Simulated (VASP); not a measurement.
# CdTe (F-43m) in VASP: further runs, part 2 of 2

VASP 6.6.1. The steps go on from the part before.

## 4. Single point, PBE (30.34 Å³/atom)

This run uses another cell than the first one, of 30.34 Å³/atom.

INCAR reads:

```
  PREC = Accurate
  ENCUT = 520
  EDIFF = 1E-7
  ISMEAR = -1
  SIGMA = 0.02
  LREAL = F
  LASPH = T
  NELM = 60
  ALGO = Normal
  ISIF = 2
  LWAVE = F
  LCHARG = F
  GGA = PE
  NBANDS = 16
```

KPOINTS reads:

```
regular mesh
0
Gamma
  12 12 12
```

POSCAR reads:

```
CdTe
1.0
    0.0000000000      3.1189255395      3.1189255395
    3.1189255395      0.0000000000      3.1189255395
    3.1189255395      3.1189255395      0.0000000000
Cd Te
1 1
Direct
    0.0000000000      0.0000000000      0.0000000000
    0.2500000000      0.2500000000      0.2500000000
```

Potentials or basis: VASP PAW PBE potentials, release 64 (Cd, Te).

Command:

```sh
> cat potpaw_PBE.64/Cd/POTCAR potpaw_PBE.64/Te/POTCAR > POTCAR
> mpirun -np 1 vasp_std > vasp.out
```

OUTCAR:

```text
PREC = Accurate
   ENCUT = 520
   EDIFF = 1E-7
   ISMEAR = -1
   LREAL = F
   LASPH = T
   NELM = 60
   ISIF = 2
   GGA = PE

 ion  position               nearest neighbor table
   1  0.000  0.000  0.000-   2 2.70   2 2.70   2 2.70   2 2.70
   2  0.250  0.250  0.250-   1 2.70   1 2.70   1 2.70   1 2.70

  LATTYP: Found a face centered cubic cell.
 ALAT       =     6.2378510790

  Lattice vectors:

 A1 = (   0.0000000000,   3.1189255395,   3.1189255395)
 A2 = (   3.1189255395,   0.0000000000,   3.1189255395)
 A3 = (   3.1189255395,   3.1189255395,   0.0000000000)

Analysis of symmetry for initial positions (statically):
=====================================================================
 Subroutine PRICEL returns:
 Original cell was already a primitive cell.

 Routine SETGRP: Setting up the symmetry group for a
 face centered cubic supercell.

 Subroutine GETGRP returns: Found 24 space group operations
 (whereof 24 operations were pure point group operations)
 out of a pool of 48 trial point group operations.

The static configuration has the point symmetry T_d .

Analysis of symmetry for dynamics (positions and initial velocities):
=====================================================================
 Subroutine PRICEL returns:
 Original cell was already a primitive cell.

 Routine SETGRP: Setting up the symmetry group for a
 face centered cubic supercell.

 Subroutine GETGRP returns: Found 24 space group operations
 (whereof 24 operations were pure point group operations)
 out of a pool of 48 trial point group operations.

The dynamic configuration has the point symmetry T_d .

 Subroutine INISYM returns: Found 24 space group operations
 (whereof 24 operations are pure point group operations),
 and found     1 'primitive' translations

----------------------------------------------------------------------------------------

                                     Primitive cell
[... 109 lines left out ...]
   IMIX   =      4    mixing-type and parameters
     AMIX     =   0.40;   BMIX     =  1.00
     AMIX_MAG =   1.60;   BMIX_MAG =  1.00
  volume/ion in A,a.u.               =      30.34       204.74
  Fermi-wavevector in a.u.,A,eV,Ry     =   1.091819  2.063239 16.219081  1.192069
  Thomas-Fermi vector in A             =   2.228072
   LORBIT       =      0    0 simple, 1 ext, 2 COOP (PROOUT), +10 PAW based schemes
   GGA     = PE    functional components
   LHFCALC =     F    Hartree Fock is set to
   AEXX    =    0.0000 exact exchange contribution
   IVDW    =     0    specifies the selected vdW correction
   LEPSILON=     F    determine dielectric tensor
   LRPA    =     F    only Hartree local field effects (RPA)
 non-spin polarized calculation
  energy-cutoff  :      520.00
  volume of cell :       60.68
 maximum number of plane-waves:      1660
 NGX is ok and might be reduce to    36
   NGX = 17   NGY = 17   NGZ = 17

 number of electron      18.0000002 magnetization

 Free energy of the ion-electron system (eV)
  ---------------------------------------------------
  ext. energy  EPLUGINS =         0.00000000
  ---------------------------------------------------
  free energy    TOTEN  =        -4.50590139 eV

  energy without entropy =       -4.50590139  energy(sigma->0) =       -4.50590139

 E-fermi :   3.9056     XC(G=0):  -9.1047

 val. band max:        3.4742363462   @ k =   0.0000   0.0000   0.0000
 cond. band min:       4.6049584260   @ k =   0.0000   0.0000   0.0000
 fundamental gap:      1.1307220798
 Fermi energy:         3.9056098719

 k-point     1 :       0.0000    0.0000    0.0000
  band No.  band energies     occupation
      1      -8.4311      2.00000
      2      -5.2850      2.00000
      3      -5.2850      2.00000
      4      -5.2850      2.00000
      5      -4.9292      2.00000
      6      -4.9292      2.00000
[... 433 lines left out ...]
      3      -5.1668      2.00000
      4      -4.9401      2.00000
      5      -4.9234      2.00000
      6      -4.4101      2.00000
[... 8 lines left out ...]
     15      13.0741      0.00000
     16      13.5349      0.00000

 [... further k-points ...]

------------------------ aborting loop because EDIFF is reached ----------------------------------------

  FORCE on cell =-STRESS in cart. coord.  units (eV):
  Direction    XX          YY          ZZ          XY          YZ          ZX
  --------------------------------------------------------------------------------------
  -------------------------------------------------------------------------------------
  Total        3.6901226      3.6901226      3.6901226     -0.0000000     -0.0000000      0.0000000
  in kB       97.4330637     97.4330637     97.4330637     -0.0000000     -0.0000000      0.0000000
  external PRESSURE =      97.4330637 kB  Pullay stress =       0.0000000 kB

 VOLUME and BASIS-vectors are now :
 -----------------------------------------------------------------------------
  energy-cutoff  :      520.00
  volume of cell :       60.68
      direct lattice vectors                 reciprocal lattice vectors
     0.000000000  3.118925540  3.118925540    -0.160311618  0.160311618  0.160311618
     3.118925540  0.000000000  3.118925540     0.160311618 -0.160311618  0.160311618
     3.118925540  3.118925540  0.000000000     0.160311618  0.160311618 -0.160311618

 POSITION                                       TOTAL-FORCE (eV/Angst)
 -----------------------------------------------------------------------------------
      0.00000      0.00000      0.00000        -0.000000     -0.000000     -0.000000
      1.55946      1.55946      1.55946         0.000000      0.000000      0.000000
 -----------------------------------------------------------------------------------
    total drift:                               -0.000000     -0.000000     -0.000000

  FREE ENERGIE OF THE ION-ELECTRON SYSTEM (eV)
  ---------------------------------------------------
  free  energy   TOTEN  =        -4.5059013904 eV

  energy  without entropy=       -4.5059013904  energy(sigma->0) =       -4.50590139
```

OSZICAR:

```text
N       E                     dE             d eps       ncg     rms          rms(c)
DAV:   1     0.103326239720E+03    0.10333E+03   -0.85638E+03  2312   0.998E+02
DAV:   2    -0.122886656164E+01   -0.10456E+03   -0.99691E+02  2704   0.242E+02
DAV:   3    -0.470411798799E+01   -0.34753E+01   -0.34702E+01  2880   0.460E+01
DAV:   4    -0.473494810754E+01   -0.30830E-01   -0.30829E-01  3352   0.380E+00
DAV:   5    -0.473508749076E+01   -0.13938E-03   -0.13938E-03  3056   0.201E-01    0.721E+00
DAV:   6    -0.452206425829E+01    0.21302E+00   -0.36873E-01  2816   0.811E+00    0.562E+00
DAV:   7    -0.450499807158E+01    0.17066E-01   -0.12525E-01  2760   0.239E+00    0.192E+00
DAV:   8    -0.450557646658E+01   -0.57840E-03   -0.13390E-02  2592   0.139E+00    0.545E-01
DAV:   9    -0.450581351308E+01   -0.23705E-03   -0.10064E-03  2832   0.357E-01    0.147E-01
DAV:  10    -0.450587142872E+01   -0.57916E-04   -0.11659E-04  2912   0.997E-02    0.570E-02
DAV:  11    -0.450590119170E+01   -0.29763E-04   -0.53767E-05  2656   0.588E-02    0.216E-02
DAV:  12    -0.450590066711E+01    0.52460E-06   -0.29559E-06  2776   0.199E-02    0.996E-03
DAV:  13    -0.450590140432E+01   -0.73721E-06   -0.36198E-06  2672   0.111E-02    0.115E-02
DAV:  14    -0.450590139044E+01    0.13875E-07   -0.34009E-07  2984   0.530E-03
   1 F= -.45059014E+01 E0= -.45059014E+01  d E =-.764240E-12
```

stdout:

```text
POSCAR found type information on POSCAR CdTe
 POSCAR found :  2 types and       2 ions
 scaLAPACK will be used
 LDA part: xc-table for (Slater+PW92), standard interpolation
 POSCAR, INCAR and KPOINTS ok, starting setup
 FFT: planning ... GRIDC
 FFT: planning ... GRID_SOFT
 FFT: planning ... GRID
 WAVECAR not read
 entering main loop
```

Run time: 29 s. Hardware: 1 thread of Intel Xeon 6975P-C (Granite Rapids), shared host; peak memory 0.25 GiB.

Results:

```yaml
Free_energy: -4.5059 eV
Pressure: 9.7 GPa
Band_gap_on_the_k_mesh: 1.13 eV
```

Levels at points of the mesh, in eV from the valence-band top:
```tsv
k point	band 6	band 7	band 8	band 9	band 10	band 11	band 12	band 13
(0.00, 0.00, 0.00)	-8.40	0.00	0.00	0.00	1.13	4.50	4.50	4.50
(0.50, 0.00, 0.00)	-7.95	-5.14	-0.96	-0.96	1.92	5.12	5.12	7.08
(0.50, 0.50, 0.00)	-7.77	-4.90	-2.29	-2.29	2.32	2.60	9.51	9.71
```

Caveat: the cell stands under pressure; spin-orbit coupling is left out, which moves the levels of the heavy elements.

## 5. Single point, PBE

This run uses another cell than the first one, of 30.96 Å³/atom.

INCAR reads:

```
SYSTEM = CdTe
PREC = Accurate
ENCUT = 520
EDIFF = 1E-6
ISMEAR = -1
SIGMA = 0.02
LREAL = .FALSE.
LASPH = .TRUE.
NELM = 80
ALGO = Normal
ISIF = 2
LWAVE = .FALSE.
LCHARG = .TRUE.
GGA = PE
LELF = .TRUE.
LVHAR = .TRUE.
NBANDS = 16
```

KPOINTS reads:

```
Automatic mesh
0
G
  12 12 12
  0 0 0
```

POSCAR reads:

```
CdTe
1.0
    0.0000000000      3.1400000000      3.1400000000
    3.1400000000      0.0000000000      3.1400000000
    3.1400000000      3.1400000000      0.0000000000
Cd Te
1 1
Direct
    0.0000000000      0.0000000000      0.0000000000
    0.2500000000      0.2500000000      0.2500000000
```

Command:

```sh
> cat potpaw_PBE.64/Cd/POTCAR potpaw_PBE.64/Te/POTCAR > POTCAR
> mpirun -np 1 vasp_std > vasp.out
```

Run time: 27 s. Hardware: 1 thread of Intel Xeon 6975P-C (Granite Rapids), shared host; peak memory 0.24 GiB.

The run converged. Its results:

```
Free energy            : -4.5753 eV
Pressure               : 8.2 GPa
Band gap on the k mesh : 1.07 eV
```

Levels at points of the mesh, in eV from the valence-band top:
```
           k point  band 5  band 6  band 7  band 8  band 9  band 10  band 11  band 12  band 13  band 14
(0.00, 0.00, 0.00)   -8.33   -8.33    0.00    0.00    0.00     1.07     4.52     4.52     4.52     7.57
(0.50, 0.00, 0.00)   -8.31   -7.89   -5.00   -0.93   -0.93     1.91     5.13     5.13     7.09     9.04
(0.50, 0.50, 0.00)   -8.29   -7.72   -4.79   -2.21   -2.21     2.38     2.62     9.39     9.61     9.61
```

Caveat: the cell stands under pressure; spin-orbit coupling is left out, which moves the levels of the heavy elements.

## 6. Overview

| cell | gap on the mesh (eV) | pressure (GPa) |
| --- | --- | --- |
| a = 4.350 Å, angles 60.0°, 2 atoms | 1.26 | 13.2 |
| a = 4.381 Å, angles 60.0°, 2 atoms | 1.20 | 11.4 |
| a = 4.411 Å, angles 60.0°, 2 atoms | 1.13 | 9.7 |
| a = 4.441 Å, angles 60.0°, 2 atoms | 1.07 | 8.2 |

Alike in all rows: task single point; level PBE; potentials or basis VASP PAW PBE potentials, release 64 (Cd, Te); no spin polarisation; k mesh 12 × 12 × 12; cutoff (eV) 520; smearing fermi-dirac 0.02 eV.

Caveats: the cell stands under pressure; spin-orbit coupling is left out, which moves the levels of the heavy elements.

Total energies depend on the potentials used, so only differences within one code and one set of settings carry meaning.
